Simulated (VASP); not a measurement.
# MnO2 (P4_2/mnm) in VASP: settings compared, part 2 of 3

VASP 6.6.1.

**3. Single point, revPBE+D3(BJ)+U, collinear spin, ferrimagnetic start (volume scaled by 1.02)**

Input file INCAR:

```
  PREC = Accurate
  ENCUT = 520
  EDIFF = 1E-7
  ISMEAR = 0
  SIGMA = 0.05
  LREAL = False
  LASPH = True
  NELM = 150
  ALGO = Normal
  ISIF = 2
  LWAVE = False
  LCHARG = False
  ISPIN = 2
  MAGMOM = 3.13 3.13 -0.13 -0.13 -0.13 -0.13
  LORBIT = 11
  LMAXMIX = 4
  LDAU = True
  LDAUTYPE = 2
  LDAUL = 2 -1
  LDAUU = 3.9 0
  LDAUJ = 0 0
  LDAUPRINT = 1
  GGA = RE
  IVDW = 12
  NBANDS = 38
```

Input file KPOINTS:

```
Automatic mesh
0
Gamma
  6 6 8
```

Input file POSCAR:

```
MnO2
1.0
    4.4770351399      0.0000000000      0.0000000000
    0.0000000000      4.4770351399      0.0000000000
    0.0000000000      0.0000000000      2.9620693858
Mn O
2 4
Direct
    0.0000000000      0.0000000000      0.0000000000
    0.5000000000      0.5000000000      0.5000000000
    0.3061581488      0.3061581488      0.0000000000
    0.1938418512      0.8061581488      0.5000000000
    0.6938418512      0.6938418512      0.0000000000
    0.8061581488      0.1938418512      0.5000000000
```

Potentials or basis: VASP PAW PBE potentials, release 64 (Mn_pv, O).

Run with:

```console
cat potpaw_PBE.64/Mn_pv/POTCAR potpaw_PBE.64/O/POTCAR > POTCAR
mpirun -np 1 vasp_std > vasp.out
```

It took 2.9 min on 1 thread of Intel Xeon Platinum 8488C (Sapphire Rapids), shared host; peak memory 0.31 GiB.

Results (log left out):

* Free energy: -42.0790 eV
* Pressure: -2.8 GPa
* Largest force: 0.026 eV/Å
* Net moment: 6.09 μB per cell
* Site moments: Mn +3.19; O -0.10 μB
* Valence electrons inside the program's atomic spheres: Mn 11.51; O 5.02
* Dispersion energy per atom: -0.300 eV

Forces on the atoms (eV/Å):
```
Mn   0.000  0.000  0.000
Mn   0.000  0.000  0.000
O   -0.019 -0.019  0.000
O    0.019 -0.019  0.000
O    0.019  0.019  0.000
O   -0.019  0.019  0.000
```

Stress tensor (GPa, compression positive):
```
-2.64  0.00  0.00
 0.00 -2.64  0.00
 0.00  0.00 -3.12
```

Levels at points of the mesh, in eV from the Fermi level:
Spin up:
| k point | band 26 | band 27 | band 28 | band 29 | band 30 | band 31 |
| --- | --- | --- | --- | --- | --- | --- |
| (0.00, 0.00, 0.00) | -0.56 | -0.35 | -0.35 | 0.13 | 2.68 | 2.68 |
| (0.50, 0.00, 0.00) | -1.40 | -0.62 | -0.62 | 2.15 | 2.15 | 2.53 |
| (0.50, 0.50, 0.00) | -1.21 | -0.10 | -0.10 | 1.11 | 1.11 | 2.64 |
| (0.00, 0.00, 0.50) | -1.13 | -0.33 | -0.33 | 1.15 | 1.15 | 1.55 |
| (0.50, 0.00, 0.50) | -1.01 | -0.38 | -0.38 | -0.06 | -0.06 | 3.16 |
| (0.50, 0.50, 0.50) | -0.58 | -0.40 | -0.40 | 1.58 | 1.58 | 1.86 |
Spin down:
```tsv
k point	band 18	band 19	band 20	band 21	band 22	band 23	band 24	band 25	band 26	band 27
(0.00, 0.00, 0.00)	-2.91	-1.22	-0.42	-0.42	0.24	2.20	2.26	2.53	2.53	2.72
(0.50, 0.00, 0.00)	-2.89	-2.21	-2.21	-0.58	-0.58	2.75	2.75	3.07	3.07	3.57
(0.50, 0.50, 0.00)	-2.05	-1.69	-1.69	-1.34	-1.34	2.12	2.12	2.53	2.53	3.80
(0.00, 0.00, 0.50)	-3.17	-2.09	-2.09	-1.57	-1.57	3.00	3.00	3.19	3.19	3.72
(0.50, 0.00, 0.50)	-3.16	-1.93	-1.93	-0.93	-0.93	2.31	2.31	2.86	2.86	3.34
(0.50, 0.50, 0.50)	-3.14	-0.99	-0.99	-0.81	-0.81	2.91	2.91	3.17	3.17	3.34
```

Eigenvalues of the final occupation matrices:
| site | spin | trace | eigenvalues |
| --- | --- | --- | --- |
| site 1 d | 1 | 3.97 | 0.54 0.55 0.95 0.96 0.97 |
| site 1 d | 2 | 0.83 | 0.06 0.09 0.10 0.28 0.30 |
| site 2 d | 1 | 3.97 | 0.54 0.55 0.95 0.96 0.97 |
| site 2 d | 2 | 0.83 | 0.06 0.09 0.10 0.28 0.30 |

Caveat: the PAW data sets were made with another functional, which shifts forces and pressure a little; pairwise dispersion overbinds metals, which lowers pressure and volume. The state reached can hang on the start; a lower one may exist.

**4. Single point, PBE+D3(BJ)+U, collinear spin, ferrimagnetic start (volume scaled by 0.98)**

Input file INCAR:

```
SYSTEM = MnO2
PREC     = Accurate       ! precision mode
ENCUT    = 520            ! plane-wave cutoff, eV
EDIFF    = 1E-6           ! SCF threshold, eV
ISMEAR   = 0              ! smearing method
SIGMA    = 0.05           ! smearing width, eV
LREAL    = .FALSE.        ! projectors in reciprocal space
LASPH    = .TRUE.         ! aspherical terms in the spheres
NELM     = 150            ! most SCF steps
ALGO     = Normal         ! electronic algorithm
ISIF     = 2              ! what is computed and relaxed
LWAVE    = .FALSE.        ! write WAVECAR
LCHARG   = .TRUE.         ! write CHGCAR
ISPIN    = 2              ! spin polarisation
MAGMOM   = 2.95 2.95 -0.06 -0.06 -0.06 -0.06 ! initial moments
LORBIT   = 11             ! projections on sites
LMAXMIX  = 4              ! l up to which the mixer works
LDAU     = .TRUE.         ! DFT+U
LDAUTYPE = 2            
LDAUL    = 2 -1           ! shell
LDAUU    = 3.9 0          ! U, eV
LDAUJ    = 0 0          
LDAUPRINT= 1            
GGA      = PE             ! functional
IVDW     = 12             ! dispersion correction
LELF     = .TRUE.         ! ELF
LVHAR    = .TRUE.       
NBANDS   = 38             ! bands
```

Input file KPOINTS:

```
Automatic mesh
0
G
  6 6 8
  0 0 0
```

Input file POSCAR:

```
MnO2
1.0
    4.4008246617      0.0000000000      0.0000000000
    0.0000000000      4.4008246617      0.0000000000
    0.0000000000      0.0000000000      2.9137312357
Mn O
2 4
Direct
    0.0000000000      0.0000000000      0.0000000000
    0.5000000000      0.5000000000      0.5000000000
    0.3055646083      0.3055646083      0.0000000000
    0.1944353917      0.8055646083      0.5000000000
    0.6944353917      0.6944353917      0.0000000000
    0.8055646083      0.1944353917      0.5000000000
```

Potentials or basis: VASP PAW PBE potentials, release 64 (Mn_pv, O).

Run with:

```console
cat potpaw_PBE.64/Mn_pv/POTCAR potpaw_PBE.64/O/POTCAR > POTCAR
mpirun -np 1 vasp_std > vasp.out
```

OUTCAR:

```text
SYSTEM = MnO2
   PREC = Accurate
   ENCUT = 520
   EDIFF = 1E-6
   ISMEAR = 0
   LREAL = .FALSE.
   LASPH = .TRUE.
   NELM = 150
   ISIF = 2
   ISPIN = 2
   LORBIT = 11
   GGA = PE
   IVDW = 12
 IVDW          = 12

 ion  position               nearest neighbor table
   1  0.000  0.000  0.000-   4 1.89   6 1.89   4 1.89   6 1.89   5 1.90   3 1.90
   2  0.500  0.500  0.500-   3 1.89   5 1.89   3 1.89   5 1.89   4 1.90   6 1.90
   3  0.306  0.306  0.000-   2 1.89   2 1.89   1 1.90
   4  0.194  0.806  0.500-   1 1.89   1 1.89   2 1.90
   5  0.694  0.694  0.000-   2 1.89   2 1.89   1 1.90
   6  0.806  0.194  0.500-   1 1.89   1 1.89   2 1.90

  LATTYP: Found a simple tetragonal cell.
 ALAT       =     4.4008246617
 C/A-ratio  =     0.6620875540

  Lattice vectors:

 A1 = (   4.4008246617,   0.0000000000,   0.0000000000)
 A2 = (   0.0000000000,   4.4008246617,   0.0000000000)
 A3 = (   0.0000000000,   0.0000000000,   2.9137312357)

Analysis of symmetry for initial positions (statically):
=====================================================================
 Subroutine PRICEL returns:
 Original cell was already a primitive cell.

 Routine SETGRP: Setting up the symmetry group for a
[... 2211 lines left out ...]
  Total       1.80787     1.80787     1.71416    -0.00000     0.00000     0.00000
  in kB      51.32863    51.32863    48.66797    -0.00000     0.00000     0.00000
  external pressure =       50.44 kB  Pullay stress =        0.00 kB

 VOLUME and BASIS-vectors are now :
 -----------------------------------------------------------------------------
  energy-cutoff  :      520.00
  volume of cell :       56.43
      direct lattice vectors                 reciprocal lattice vectors
     4.400824662  0.000000000  0.000000000     0.227230139  0.000000000  0.000000000
     0.000000000  4.400824662  0.000000000     0.000000000  0.227230139  0.000000000
     0.000000000  0.000000000  2.913731236     0.000000000  0.000000000  0.343202553

 POSITION                                       TOTAL-FORCE (eV/Angst)
 -----------------------------------------------------------------------------------
      0.00000      0.00000      0.00000         0.000000      0.000000      0.000000
      2.20041      2.20041      1.45687         0.000000      0.000000      0.000000
      1.34474      1.34474      0.00000        -0.022094     -0.022094      0.000000
      0.85568      3.54515      1.45687         0.022094     -0.022094      0.000000
      3.05609      3.05609      0.00000         0.022094      0.022094      0.000000
      3.54515      0.85568      1.45687        -0.022094      0.022094      0.000000
 -----------------------------------------------------------------------------------
    total drift:                                0.000000      0.000000     -0.000000

  FREE ENERGIE OF THE ION-ELECTRON SYSTEM (eV)
  ---------------------------------------------------
  free  energy   TOTEN  =       -43.2777337464 eV

  energy  without entropy=      -43.2771092798  energy(sigma->0) =      -43.27742151

 total charge

# of ion       s       p       d       tot
------------------------------------------
    1        0.353   6.462   4.813  11.628
    2        0.353   6.462   4.813  11.628
    3        1.568   3.476   0.000   5.044
    4        1.568   3.476   0.000   5.044
    5        1.568   3.476   0.000   5.044
    6        1.568   3.476   0.000   5.044
--------------------------------------------------
tot          6.977  26.830   9.625  43.432

 magnetization (x)

# of ion       s       p       d       tot
------------------------------------------
    1        0.019   0.030   2.998   3.048
    2        0.019   0.030   2.998   3.048
    3       -0.002  -0.044   0.000  -0.046
    4       -0.002  -0.044   0.000  -0.046
    5       -0.002  -0.044   0.000  -0.046
    6       -0.002  -0.044   0.000  -0.046
--------------------------------------------------
tot          0.030  -0.115   5.997   5.912
```

Run time: 2.4 min. Hardware: 1 thread of Intel Xeon Platinum 8488C (Sapphire Rapids), shared host; peak memory 0.3 GiB.

Results:

```yaml
Free_energy: -43.2777 eV
Pressure: 5.0 GPa
Largest_force: 0.031 eV/Å
Band_gap_on_the_k_mesh: zero (filled and empty bands overlap)
Net_moment: 6.03 μB per cell
Site_moments: Mn +3.05; O -0.05 μB
Valence_electrons_inside_the_program's_atomic_spheres: Mn 11.63; O 5.04
Dispersion_energy_per_atom: -0.159 eV
```

Forces in eV/Å, atoms in the order of the input:
```
Mn   0.000  0.000  0.000
Mn   0.000  0.000  0.000
O   -0.022 -0.022  0.000
O    0.022 -0.022  0.000
O    0.022  0.022  0.000
O   -0.022  0.022  0.000
```

Stress tensor (GPa, compression positive):
```
5.13 0.00 0.00
0.00 5.13 0.00
0.00 0.00 4.87
```

Eigenvalues of the final occupation matrices:
```tsv
site	spin	trace	eigenvalues
site 1 d	1	3.92	0.51 0.52 0.95 0.96 0.97
site 1 d	2	0.92	0.06 0.10 0.11 0.31 0.33
site 2 d	1	3.92	0.51 0.52 0.95 0.96 0.97
site 2 d	2	0.92	0.06 0.10 0.11 0.31 0.33
```

Caveat: pairwise dispersion overbinds metals, which lowers pressure and volume. The state reached can hang on the start; a lower one may exist.

**5. Single point, revPBE+D3(BJ)+U, collinear spin, ferrimagnetic start (volume scaled by 0.98)**

Input file INCAR:

```
PREC = Accurate ; ENCUT = 520
EDIFF = 1E-7 ; ISMEAR = 0
SIGMA = 0.05 ; LREAL = F
LASPH = T ; NELM = 150
ALGO = Normal ; ISIF = 2
LWAVE = F ; LCHARG = F
ISPIN = 2 ; MAGMOM = 3.01 3.01 -0.08 -0.08 -0.08 -0.08
LORBIT = 11 ; LMAXMIX = 4
LDAU = T ; LDAUTYPE = 2
LDAUL = 2 -1 ; LDAUU = 3.9 0
LDAUJ = 0 0 ; LDAUPRINT = 1
GGA = RE ; IVDW = 12
NBANDS = 38
```

Input file KPOINTS:

```
regular mesh
0
Gamma
  6 6 8
```

Input file POSCAR:

```
MnO2
1.0
    4.4146823726      0.0000000000      0.0000000000
    0.0000000000      4.4146823726      0.0000000000
    0.0000000000      0.0000000000      2.9268685151
Mn O
2 4
Direct
    0.0000000000      0.0000000000      0.0000000000
    0.5000000000      0.5000000000      0.5000000000
    0.3055586399      0.3055586399      0.0000000000
    0.1944413601      0.8055586399      0.5000000000
    0.6944413601      0.6944413601      0.0000000000
    0.8055586399      0.1944413601      0.5000000000
```

Potentials or basis: VASP PAW PBE potentials, release 64 (Mn_pv, O).

Run with:

```console
cat potpaw_PBE.64/Mn_pv/POTCAR potpaw_PBE.64/O/POTCAR > POTCAR
mpirun -np 1 vasp_std > vasp.out
```

OUTCAR:

```text
PREC = Accurate
   ENCUT = 520
   EDIFF = 1E-7
   ISMEAR = 0
   LREAL = F
   LASPH = T
   NELM = 150
   ISIF = 2
   ISPIN = 2
   LORBIT = 11
   GGA = RE
   IVDW = 12
 IVDW          = 12

 ion  position               nearest neighbor table
   1  0.000  0.000  0.000-   4 1.90   6 1.90   4 1.90   6 1.90   5 1.91   3 1.91
   2  0.500  0.500  0.500-   3 1.90   5 1.90   3 1.90   5 1.90   4 1.91   6 1.91
   3  0.306  0.306  0.000-   2 1.90   2 1.90   1 1.91
   4  0.194  0.806  0.500-   1 1.90   1 1.90   2 1.91
   5  0.694  0.694  0.000-   2 1.90   2 1.90   1 1.91
   6  0.806  0.194  0.500-   1 1.90   1 1.90   2 1.91

  LATTYP: Found a simple tetragonal cell.
 ALAT       =     4.4146823726
 C/A-ratio  =     0.6629850730

  Lattice vectors:

 A1 = (   4.4146823726,   0.0000000000,   0.0000000000)
 A2 = (   0.0000000000,   4.4146823726,   0.0000000000)
 A3 = (   0.0000000000,   0.0000000000,   2.9268685151)

Analysis of symmetry for initial positions (statically):
[... 2215 lines left out ...]
  -------------------------------------------------------------------------------------
  Total       1.64061     1.64061     1.52323     0.00000     0.00000     0.00000
  in kB      46.08018    46.08018    42.78329     0.00000     0.00000     0.00000
  external pressure =       44.98 kB  Pullay stress =        0.00 kB

 VOLUME and BASIS-vectors are now :
 -----------------------------------------------------------------------------
  energy-cutoff  :      520.00
  volume of cell :       57.04
      direct lattice vectors                 reciprocal lattice vectors
     4.414682373  0.000000000  0.000000000     0.226516863  0.000000000  0.000000000
     0.000000000  4.414682373  0.000000000     0.000000000  0.226516863  0.000000000
     0.000000000  0.000000000  2.926868515     0.000000000  0.000000000  0.341662085

 POSITION                                       TOTAL-FORCE (eV/Angst)
 -----------------------------------------------------------------------------------
      0.00000      0.00000      0.00000         0.000000     -0.000000     -0.000000
      2.20734      2.20734      1.46343         0.000000     -0.000000     -0.000000
      1.34894      1.34894      0.00000        -0.019469     -0.019469     -0.000000
      0.85840      3.55629      1.46343         0.019469     -0.019469     -0.000000
      3.06574      3.06574      0.00000         0.019469      0.019469      0.000000
      3.55629      0.85840      1.46343        -0.019469      0.019469     -0.000000
 -----------------------------------------------------------------------------------
    total drift:                               -0.000000      0.000000      0.000000

  FREE ENERGIE OF THE ION-ELECTRON SYSTEM (eV)
  ---------------------------------------------------
  free  energy   TOTEN  =       -42.0655067766 eV

  energy  without entropy=      -42.0648159210  energy(sigma->0) =      -42.06516135

 total charge

# of ion       s       p       d       tot
------------------------------------------
    1        0.347   6.449   4.798  11.594
    2        0.347   6.449   4.798  11.594
    3        1.572   3.477   0.000   5.049
    4        1.572   3.477   0.000   5.049
    5        1.572   3.477   0.000   5.049
    6        1.572   3.477   0.000   5.049
--------------------------------------------------
tot          6.982  26.806   9.596  43.384

 magnetization (x)

# of ion       s       p       d       tot
------------------------------------------
    1        0.019   0.031   3.045   3.096
    2        0.019   0.031   3.045   3.096
    3       -0.002  -0.061   0.000  -0.064
    4       -0.002  -0.061   0.000  -0.064
    5       -0.002  -0.061   0.000  -0.064
    6       -0.002  -0.061   0.000  -0.064
--------------------------------------------------
tot          0.030  -0.184   6.091   5.937
```

OSZICAR:

```text
N       E                     dE             d eps       ncg     rms          rms(c)
DAV:   1     0.631349896928E+03    0.63135E+03   -0.27067E+04  7760   0.157E+03
DAV:   2     0.491660879704E+01   -0.62643E+03   -0.57081E+03  7928   0.472E+02
DAV:   3    -0.530115136807E+02   -0.57928E+02   -0.56896E+02  8512   0.154E+02
DAV:   4    -0.540149268413E+02   -0.10034E+01   -0.10016E+01  8536   0.216E+01
DAV:   5    -0.540244295654E+02   -0.95027E-02   -0.95023E-02  8164   0.220E+00    0.421E+01
DAV:   6    -0.445739217563E+02    0.94505E+01   -0.70848E+01  9046   0.943E+01    0.442E+01
DAV:   7    -0.412523860193E+02    0.33215E+01   -0.43079E+01  8192   0.732E+01    0.183E+01
DAV:   8    -0.401590602074E+02    0.10933E+01   -0.33045E+00  8186   0.185E+01    0.769E+00
DAV:   9    -0.402129251809E+02   -0.53865E-01   -0.77385E-01  9220   0.101E+01    0.454E+00
DAV:  10    -0.401719823457E+02    0.40943E-01   -0.37019E-01  8338   0.646E+00    0.201E+00
DAV:  11    -0.401831384098E+02   -0.11156E-01   -0.21009E-02  8366   0.100E+00    0.545E-01
DAV:  12    -0.401854232604E+02   -0.22849E-02   -0.17569E-03  8736   0.392E-01    0.247E-01
DAV:  13    -0.401858558808E+02   -0.43262E-03   -0.10153E-03  8360   0.225E-01    0.889E-02
DAV:  14    -0.401860440677E+02   -0.18819E-03   -0.26382E-04  8628   0.148E-01    0.544E-02
DAV:  15    -0.401860799118E+02   -0.35844E-04   -0.62590E-05  8488   0.592E-02    0.325E-02
DAV:  16    -0.401860837118E+02   -0.38000E-05   -0.12593E-05  8358   0.343E-02    0.115E-02
DAV:  17    -0.401860854941E+02   -0.17823E-05   -0.34907E-06  8636   0.149E-02    0.706E-03
DAV:  18    -0.401860855090E+02   -0.14910E-07   -0.66185E-07  6672   0.612E-03
   1 F= -.42065507E+02 E0= -.42065161E+02  d E =-.690856E-03  mag=     6.0474
```

Wall time 2.3 min (1 thread of Intel Xeon Platinum 8488C (Sapphire Rapids), shared host); peak memory 0.3 GiB.

Results:

```
Free energy                                           : -42.0655 eV
Pressure                                              : 4.5 GPa
Largest force                                         : 0.028 eV/Å
Net moment                                            : 6.05 μB per cell
Site moments                                          : Mn +3.10; O -0.06 μB
Valence electrons inside the program's atomic spheres : Mn 11.59; O 5.05
Dispersion energy per atom                            : -0.313 eV
```

Forces in eV/Å, atoms in the order of the input:
```
Mn   0.000  0.000  0.000
Mn   0.000  0.000  0.000
O   -0.019 -0.019  0.000
O    0.019 -0.019  0.000
O    0.019  0.019  0.000
O   -0.019  0.019  0.000
```

Stress tensor (GPa, compression positive):
```
4.61 0.00 0.00
0.00 4.61 0.00
0.00 0.00 4.28
```

Eigenvalues of the final occupation matrices:
```csv
site,spin,trace,eigenvalues
site 1 d,1,3.94,0.52 0.53 0.95 0.96 0.97
site 1 d,2,0.89,0.06 0.10 0.11 0.30 0.32
site 2 d,1,3.94,0.52 0.53 0.95 0.96 0.97
site 2 d,2,0.89,0.06 0.10 0.11 0.30 0.32
```

Caveat: the PAW data sets were made with another functional, which shifts forces and pressure a little; pairwise dispersion overbinds metals, which lowers pressure and volume.

[end of part 2 of 3]
